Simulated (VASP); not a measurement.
## Na: single point with PBE

The system is Na.

```
CELL_PARAMETERS angstrom
-3.12258 3.12258 1.69004
3.12258 -3.12258 1.69004
3.12258 3.12258 -1.69004
ATOMIC_POSITIONS crystal
Na 0.62500 0.87500 0.75000
Na 0.37500 0.12500 0.25000
```

| Property | Result |
| --- | --- |
| Program | VASP 6.6.1 |
| Task | single point |
| Functional | PBE |
| Potentials or basis | VASP PAW PBE potentials, release 64 (Na_pv) |
| Cutoff | 520 eV |
| k mesh | 13 × 13 × 13 |
| Occupations | fermi-dirac, width 0.08 eV |
| Spin | no spin polarisation |

```json
{
  "Pressure": "1.4 GPa",
  "Band gap on the k mesh": "zero (bands 7 and 8 overlap by 2.75 eV)"
}
```

Levels at points of the mesh, in eV from the Fermi level:
| k point | band 5 | band 6 | band 7 | band 8 | band 9 | band 10 |
| --- | --- | --- | --- | --- | --- | --- |
| (0.00, 0.00, 0.00) | -24.95 | -24.95 | -3.54 | 3.59 | 3.78 | 3.78 |

Run time: 2.3 min on 1 thread of Intel Xeon 8259CL, on a shared host, peak memory 0.28 GiB.
